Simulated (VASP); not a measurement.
Input of a VASP 6.6.1 run:

File INCAR:

```
ALGO     = Normal         # electronic algorithm
EDIFF    = 1E-6           # SCF threshold, eV
ENCUT    = 500            # plane-wave cutoff, eV
GGA      = PE             # functional
GGA_COMPAT= False        
ISIF     = 2              # what is computed and relaxed
ISMEAR   = 0              # smearing method
LASPH    = True           # aspherical terms in the spheres
LCHARG   = False          # write CHGCAR
LREAL    = False          # projectors in reciprocal space
LWAVE    = False          # write WAVECAR
NBANDS   = 21             # bands
NELM     = 120            # most SCF steps
PREC     = Accurate       # precision mode
SIGMA    = 0.15           # smearing width, eV
```

KPOINTS

```
k-points
0
Gamma
  14 14 14
```

The input POSCAR:

```
Ge
1.0
    0.0000000000      2.7156192000      2.9419208000
    2.7156192000      0.0000000000      2.9419208000
    2.7156192000      2.7156192000      0.0000000000
Ge
2
Direct
    0.5000000000      0.5000000000      0.5000000000
    0.7500000000      0.7500000000      0.7500000000
```

Potentials or basis: VASP PAW PBE potentials, release 64 (Ge_d).

Launch:

```sh
$ cat potpaw_PBE.64/Ge_d/POTCAR > POTCAR
$ mpirun -np 1 vasp_std > vasp.out
```

(1) Predict the band gap on the k mesh.

(2) Predict the pressure.

## Answers

(1) zero (bands 14 and 15 overlap by 0.05 eV).

(2) 7.0 GPa.

Caveat: the cell differs from its parent crystal (strain -0.040 along x and y, +0.040 along z); the cell stands under pressure; semilocal functionals underestimate gaps, so a narrow gap can read as zero.
